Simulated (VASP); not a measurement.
# FeNi2 in VASP: single point with PBE

Aim: the single point of FeNi2 with PBE.

All numbers are computed with VASP 6.6.1; they aren't measurements. Logs are shortened: lines on timing, memory, paths and dates and some standing lists are left out, and cuts for length are marked.

**1. The cell of the first run**

The typed cell holds 3 atoms: a = 3.172 Å, b = 3.172 Å, c = 4.487 Å, α = 90.00°, β = 90.00°, γ = 90.01°.

**2. Single point, PBE, collinear spin, ferromagnetic start**

Contents of INCAR:

```
  ALGO = Fast
  EDIFF = 1E-6
  ENCUT = 520
  GGA = PE
  ISIF = 2
  ISMEAR = 0
  ISPIN = 2
  LASPH = T
  LCHARG = F
  LMAXMIX = 4
  LORBIT = 11
  LREAL = F
  LWAVE = F
  MAGMOM = 4 2 2
  NBANDS = 25
  NELM = 150
  PREC = Accurate
  SIGMA = 0.1
```

Contents of KPOINTS:

```
k-points
0
Gamma
  6 6 4
```

Contents of POSCAR:

```
FeNi2
1.0
    2.2431356062     -2.2434249730      0.0000000000
    2.2431356062      2.2434249730      0.0000000000
    0.0000000000      0.0000000000      4.4874169320
Fe Ni
1 2
Direct
    0.0000000000      0.0000000000      0.5000000000
    0.0000000000      0.0000000000      0.0000000000
    0.5000000000      0.5000000000      0.0000000000
```

Potentials or basis: VASP PAW PBE potentials, release 64 (Fe, Ni).

Command:

```console
$ cat potpaw_PBE.64/Fe/POTCAR potpaw_PBE.64/Ni/POTCAR > POTCAR
$ mpirun -np 1 vasp_std > vasp.out
```

OUTCAR:

```text
EDIFF = 1E-6
   ENCUT = 520
   GGA = PE
   ISIF = 2
   ISMEAR = 0
   ISPIN = 2
   LASPH = T
   LORBIT = 11
   LREAL = F
   NELM = 150
   PREC = Accurate

 ion  position               nearest neighbor table
   1  0.000  0.000  0.500-   2 2.24   2 2.24
   2  0.000  0.000  0.000-   3 2.24   3 2.24   3 2.24   3 2.24   1 2.24   1 2.24
   3  0.500  0.500  0.000-   2 2.24   2 2.24   2 2.24   2 2.24

  LATTYP: Found a base centered orthorhombic cell.
 ALAT       =     4.4862712124
 B/A-ratio  =     1.0001290010
 C/A-ratio  =     1.0002553835

  Lattice vectors:

 A1 = (   2.2431356062,  -2.2434249730,   0.0000000000)
 A2 = (   2.2431356062,   2.2434249730,   0.0000000000)
 A3 = (   0.0000000000,   0.0000000000,   4.4874169320)

Analysis of symmetry for initial positions (statically):
=====================================================================
 Subroutine PRICEL returns:
 Original cell was already a primitive cell.

 Routine SETGRP: Setting up the symmetry group for a
 base centered orthorhombic supercell.

 Subroutine GETGRP returns: Found  8 space group operations
 (whereof  8 operations were pure point group operations)
 out of a pool of  8 trial point group operations.

The static configuration has the point symmetry D_2h.

Analysis of symmetry for dynamics (positions and initial velocities):
=====================================================================
 Subroutine PRICEL returns:
 Original cell was already a primitive cell.

 Routine SETGRP: Setting up the symmetry group for a
 base centered orthorhombic supercell.

 Subroutine GETGRP returns: Found  8 space group operations
 (whereof  8 operations were pure point group operations)
 out of a pool of  8 trial point group operations.

The dynamic configuration has the point symmetry D_2h.

Analysis of structural, dynamic, and magnetic symmetry:
=====================================================================
 Subroutine PRICEL returns:
 Original cell was already a primitive cell.

 Routine SETGRP: Setting up the symmetry group for a
 base centered orthorhombic supercell.

 Subroutine GETGRP returns: Found  8 space group operations
 (whereof  8 operations were pure point group operations)
 out of a pool of  8 trial point group operations.

The overall configuration has the point symmetry D_2h.

 Subroutine INISYM returns: Found  8 space group operations
 (whereof  8 operations are pure point group operations),
 and found     1 'primitive' translations

----------------------------------------------------------------------------------------

                                     Primitive cell

  volume of cell :      45.1641

  direct lattice vectors                    reciprocal lattice vectors
     2.243135606 -2.243424973  0.000000000     0.222902262 -0.222873511  0.000000000
     2.243135606  2.243424973  0.000000000     0.222902262  0.222873511  0.000000000
     0.000000000  0.000000000  4.487416932     0.000000000  0.000000000  0.222845351

  length of vectors
     3.172477416  3.172477416  4.487416932     0.315211072  0.315211072  0.222845351

  position of ions in fractional coordinates (direct lattice)
     0.000000000  0.000000000  0.500000000
     0.000000000  0.000000000  0.000000000
     0.500000000  0.500000000  0.000000000

  ion indices of the primitive-cell ions
   primitive index   ion index
                 1           1
                 2           2
                 3           3

----------------------------------------------------------------------------------------

 KPOINTS: k-points

Automatic generation of k-mesh.
 Grid dimensions read from file:
 generate k-points for:    6    6    4

 Generating k-lattice:

  Cartesian coordinates                     Fractional coordinates (reciprocal lattice)
     0.037150377 -0.037145585  0.000000000     0.166666667  0.000000000  0.000000000
     0.037150377  0.037145585  0.000000000     0.000000000  0.166666667  0.000000000
     0.000000000  0.000000000  0.055711338     0.000000000  0.000000000  0.250000000

  Length of vectors
     0.052535179  0.052535179  0.055711338

  Shift w.r.t. Gamma in fractional coordinates (k-lattice)
     0.000000000  0.000000000  0.000000000

 Subroutine IBZKPT returns following result:
 ===========================================

 Found     39 irreducible k-points:

 Following reciprocal coordinates:
            Coordinates               Weight
  0.000000  0.000000  0.000000      1.000000
  0.166667  0.000000  0.000000      4.000000
  0.333333  0.000000  0.000000      4.000000
  0.500000  0.000000  0.000000      2.000000
  0.166667  0.166667  0.000000      2.000000
  0.333333  0.166667  0.000000      4.000000
[... 16 lines left out ...]
  0.333333  0.333333  0.250000      4.000000
  0.500000  0.333333  0.250000      8.000000
 [... further k-points ...]
   k-points           NKPTS =     39   k-points in BZ     NKDIM =     39   number of bands    NBANDS=     25
   number of dos      NEDOS =    301   number of ions     NIONS =      3
   total plane-waves  NPLWV =  20736
   dimension x,y,z NGX =    24 NGY =   24 NGZ =   36
   dimension x,y,z NGXF=    48 NGYF=   48 NGZF=   72
   ions per type =               1   2
   NGX,Y,Z   is equivalent  to a cutoff of  12.58, 12.58, 13.34 a.u.
   NGXF,Y,Z  is equivalent  to a cutoff of  25.15, 25.15, 26.67 a.u.
 SYSTEM =  unknown system
   PREC   = accura    normal or accurate (medium, high low for compatibility)
   ISTART =      0    job   : 0-new  1-cont  2-samecut
   ICHARG =      2    charge: 1-file 2-atom 10-const
   ISPIN  =      2    spin polarized calculation?
   LNONCOLLINEAR =      F non collinear calculations
   LSORBIT =      F    spin-orbit coupling
   LASPH  =      T    aspherical Exc in radial PAW
   ENCUT  =  520.0 eV  38.22 Ry    6.18 a.u.   5.90  5.90  8.34*2*pi/ulx,y,z
   NELM   =    150;   NELMIN=  2; NELMDL= -5     # of ELM steps
   EDIFF  = 0.1E-05   stopping-criterion for ELM
   LREAL  =      F    real-space projection
   EDIFFG = 0.1E-04   stopping-criterion for IOM
   NSW    =      0    number of steps for IOM
   IBRION =     -1    ionic relax: 0-MD 1-quasi-New 2-CG
   NFREE  =      0    steps in history (QN), initial steepest desc. (CG)
   ISIF   =      2    stress and relaxation
   ISYM   =      2    0-nonsym 1-usesym 2-fastsym
   POTIM  = 0.5000    time-step for ionic-motion
   TEBEG  =    0.0;   TEEND  =   0.0 temperature during run
   PSTRESS=    0.0 pullay stress
   NELECT =      28.0000    total number of electrons
   NUPDOWN=      -1.0000    fix difference up-down
   EMIN   =  10.00;   EMAX   =-10.00  energy-range for DOS
   EFERMI =   0.00;   METHOD = LEGACY
   ISMEAR =     0;   SIGMA  =   0.10  broadening in eV -4-tet -1-fermi 0-gaus
   EFERMI_NEDOS =   21; number of points for ismear=-14 and -15
   IALGO  =     68    algorithm
   IMIX   =      4    mixing-type and parameters
     AMIX     =   0.40;   BMIX     =  1.00
     AMIX_MAG =   1.60;   BMIX_MAG =  1.00
  volume/ion in A,a.u.               =      15.05       101.59
  Fermi-wavevector in a.u.,A,eV,Ry     =   1.395928  2.637921 26.512515  1.948615
  Thomas-Fermi vector in A             =   2.519332
   LORBIT       =     11    0 simple, 1 ext, 2 COOP (PROOUT), +10 PAW based schemes
   GGA     = PE    functional components
   LHFCALC =     F    Hartree Fock is set to
   AEXX    =    0.0000 exact exchange contribution
   IVDW    =     0    specifies the selected vdW correction
   LEPSILON=     F    determine dielectric tensor
   LRPA    =     F    only Hartree local field effects (RPA)
 spin polarized calculation
 RMM-DIIS sequential band-by-band and
 Gauss-broadening in eV      SIGMA  =   0.10
  energy-cutoff  :      520.00
  volume of cell :       45.16
 maximum number of plane-waves:      1240
   NGX = 11   NGY = 11   NGZ = 17

 number of electron      27.9999974 magnetization       4.4080212

 Free energy of the ion-electron system (eV)
  ---------------------------------------------------
  ext. energy  EPLUGINS =         0.00000000
  ---------------------------------------------------
  free energy    TOTEN  =       -16.20127182 eV

  energy without entropy =      -16.18500131  energy(sigma->0) =      -16.19313657

 E-fermi :   5.1619     XC(G=0): -11.2953

 val. band max:        5.1345737958   @ k =   0.0000   0.0000   0.0000
 cond. band min:       5.1791884555   @ k =   0.5000   0.1667   0.2500
 fundamental gap:      0.0446146598
 Fermi energy:         5.1618632530

 spin component 1

 k-point     1 :       0.0000    0.0000    0.0000
  band No.  band energies     occupation
      1      -2.3413      1.00000
      2       0.7668      1.00000
      3       0.8821      1.00000
      4       1.3370      1.00000
      5       1.5578      1.00000
      6       1.5584      1.00000
[... 17 lines left out ...]
     24      19.8984      0.00000
     25      20.3847      0.00000

 k-point     2 :       0.1667    0.0000    0.0000
  band No.  band energies     occupation
      1      -1.9115      1.00000
      2       0.9259      1.00000
      3       0.9826      1.00000
      4       1.3993      1.00000
      5       1.5156      1.00000
      6       1.6214      1.00000
[... 17 lines left out ...]
     24      20.7345      0.00000
     25      20.9129      0.00000

 k-point     3 :       0.3333    0.0000    0.0000
  band No.  band energies     occupation
      1      -0.7579      1.00000
      2       1.0576      1.00000
      3       1.1064      1.00000
      4       1.4412      1.00000
      5       1.7577      1.00000
      6       2.0075      1.00000
[... 552 lines left out ...]
 k-point    23 :       0.3333    0.3333    0.2500
  band No.  band energies     occupation
      1       0.6548      1.00000
      2       1.1578      1.00000
      3       1.1943      1.00000
      4       1.4153      1.00000
      5       1.9414      1.00000
      6       2.2485      1.00000
[... 17 lines left out ...]
     24      18.5135      0.00000
     25      19.9502      0.00000

 k-point    24 :       0.5000    0.3333    0.2500
  band No.  band energies     occupation
      1       1.0285      1.00000
      2       1.0766      1.00000
      3       1.1986      1.00000
      4       1.4623      1.00000
      5       1.7928      1.00000
      6       2.0717      1.00000
[... 17 lines left out ...]
     24      18.1286      0.00000
     25      18.3528      0.00000

 [... further k-points ...]

 spin component 2

 k-point     1 :       0.0000    0.0000    0.0000
  band No.  band energies     occupation
      1      -2.2273      1.00000
      2       1.3132      1.00000
      3       1.7692      1.00000
      4       1.8086      1.00000
      5       2.8591      1.00000
      6       2.8600      1.00000
[... 17 lines left out ...]
     24      20.1610      0.00000
     25      20.6239      0.00000

 k-point     2 :       0.1667    0.0000    0.0000
  band No.  band energies     occupation
      1      -1.7875      1.00000
      2       1.5249      1.00000
      3       1.9130      1.00000
      4       1.9957      1.00000
      5       2.7441      1.00000
      6       2.9689      1.00000
[... 17 lines left out ...]
     24      20.6669      0.00000
     25      21.3155      0.00000

 k-point     3 :       0.3333    0.0000    0.0000
  band No.  band energies     occupation
      1      -0.5573      1.00000
      2       1.8769      1.00000
      3       2.2256      1.00000
      4       2.4916      1.00000
      5       2.5488      1.00000
      6       3.2443      1.00000
[... 552 lines left out ...]
 k-point    23 :       0.3333    0.3333    0.2500
  band No.  band energies     occupation
      1       1.0487      1.00000
      2       2.1244      1.00000
      3       2.2222      1.00000
      4       2.4698      1.00000
      5       2.9629      1.00000
      6       2.9633      1.00000
[... 17 lines left out ...]
     24      18.9233      0.00000
     25      20.2585      0.00000

 k-point    24 :       0.5000    0.3333    0.2500
  band No.  band energies     occupation
      1       1.8941      1.00000
      2       2.0655      1.00000
      3       2.0915      1.00000
      4       2.1817      1.00000
      5       2.5073      1.00000
      6       3.5045      1.00000
[... 17 lines left out ...]
     24      18.4628      0.00000
     25      18.9219      0.00000

 [... further k-points ...]
[... 5 lines left out ...]
  --------------------------------------------------------------------------------------
  -------------------------------------------------------------------------------------
  Total       -0.0260473     -0.0351782     -0.1108273      0.0000000      0.0000000      0.0000000
  in kB       -0.9240166     -1.2479311     -3.9315515      0.0000000      0.0000000      0.0000000
  external PRESSURE =      -2.0344998 kB  Pullay stress =       0.0000000 kB

 VOLUME and BASIS-vectors are now :
 -----------------------------------------------------------------------------
  energy-cutoff  :      520.00
  volume of cell :       45.16
      direct lattice vectors                 reciprocal lattice vectors
     2.243135606 -2.243424973  0.000000000     0.222902262 -0.222873511  0.000000000
     2.243135606  2.243424973  0.000000000     0.222902262  0.222873511  0.000000000
     0.000000000  0.000000000  4.487416932     0.000000000  0.000000000  0.222845351

 POSITION                                       TOTAL-FORCE (eV/Angst)
 -----------------------------------------------------------------------------------
      0.00000      0.00000      2.24371        -0.000000      0.000000      0.000000
      0.00000      0.00000      0.00000         0.000000      0.000000      0.000000
      2.24314      0.00000      0.00000        -0.000000     -0.000000      0.000000
 -----------------------------------------------------------------------------------
    total drift:                               -0.000000     -0.000000     -0.000000

  FREE ENERGIE OF THE ION-ELECTRON SYSTEM (eV)
  ---------------------------------------------------
  free  energy   TOTEN  =       -16.2012718203 eV

  energy  without entropy=      -16.1850013125  energy(sigma->0) =      -16.19313657

 total charge

# of ion       s       p       d       tot
------------------------------------------
    1        0.380   0.270   6.080   6.730
    2        0.612   0.483   8.392   9.487
    3        0.486   0.386   8.351   9.223
--------------------------------------------------
tot          1.478   1.138  22.824  25.440

 magnetization (x)

# of ion       s       p       d       tot
------------------------------------------
    1        0.037   0.011   3.112   3.160
    2       -0.006  -0.024   0.704   0.675
    3       -0.005  -0.026   0.575   0.544
--------------------------------------------------
tot          0.026  -0.039   4.392   4.379
```

It took 33 s on 1 thread of Intel Xeon 6975P-C (Granite Rapids), shared host; peak memory 0.21 GiB.

What came out:

```yaml
Free_energy: -16.2013 eV
Pressure: -0.2 GPa
Net_moment: 4.41 μB per cell
Site_moments: Fe +3.16; Ni +0.68, +0.54 μB
Valence_electrons_inside_the_program's_atomic_spheres: Fe 6.73; Ni 9.49, 9.22
```
